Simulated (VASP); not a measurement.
Write the native input for VASP 6.6.1 that does the following.

| Property | Result |
| --- | --- |
| Task | single point |
| Functional | PBE |
| Dispersion | D3(BJ) |
| Potentials or basis | VASP PAW PBE potentials, release 64 (C, N) |
| Cutoff | 520 eV |
| k mesh | 12 × 12 × 1 |
| Occupations | gaussian, width 0.05 eV |
| Spin | collinear spin, ferromagnetic start |
| Starting moments | [0.0, 0.0, 0.0, 0.0, 0.0, 0.0, 3.0] μB |
| Dipole correction | yes |
| Further INCAR settings | ALGO = Normal; EDIFF = 1e-06; NBANDS = 28 |

The structure of C6N lies in POSCAR:

```
C6N
1.0
    2.4656258796      0.0000000000      0.0000000000
   -1.2328129398      2.1341717713      0.0000000000
    0.0000000000      0.0000000000     25.7842703304
C N
6 1
Direct
    0.6666996624      0.3333993247      0.3296583495
    0.3333003376      0.6666006753      0.3296583495
    0.0773114533      0.1828784136      0.4608351474
    0.7439866816      0.5163037186      0.4610327699
    0.6821356378      0.4785854225      0.5794989678
    0.3484815287      0.8114075901      0.5919639275
    0.3452430269      0.8062988320      0.6483082748
```

These files were run (other wordings do the same):

INCAR

```
SYSTEM = C6N
ALGO = Normal ; DIPOL = 0.5 0.5 0.486
EDIFF = 1E-6 ; ENCUT = 520
GGA = PE ; IDIPOL = 3
ISIF = 2 ; ISMEAR = 0
ISPIN = 2 ; IVDW = 12
LASPH = .True. ; LCHARG = .False.
LDIPOL = .True. ; LORBIT = 11
LREAL = .False. ; LWAVE = .False.
MAGMOM = 0 0 0 0 0 0 3 ; NBANDS = 28
NELM = 150 ; PREC = Accurate
SIGMA = 0.05
```

KPOINTS

```
k-points
0
Gamma
  12 12 1
  0 0 0
```

Potentials or basis: VASP PAW PBE potentials, release 64 (C, N).

The run is started by

```bash
$ cat potpaw_PBE.64/C/POTCAR potpaw_PBE.64/N/POTCAR > POTCAR
$ mpirun -np 1 vasp_std > vasp.out
```

Results of the run:

```yaml
Largest_force: 0.136 eV/Å
Net_moment: 0.09 μB per cell
Site_moments: C +0.00, -0.00, +0.04 (each value once); N +0.02 μB
Valence_electrons_inside_the_program's_atomic_spheres: C 2.65, 2.59, 2.67 (each value once); N 3.46
Dispersion_energy_per_atom: -0.135 eV
```

Run time: 12 min on 1 thread of Intel(R) Xeon(R) 6975P-C (Granite Rapids) (shared host), peak memory 0.56 GiB.
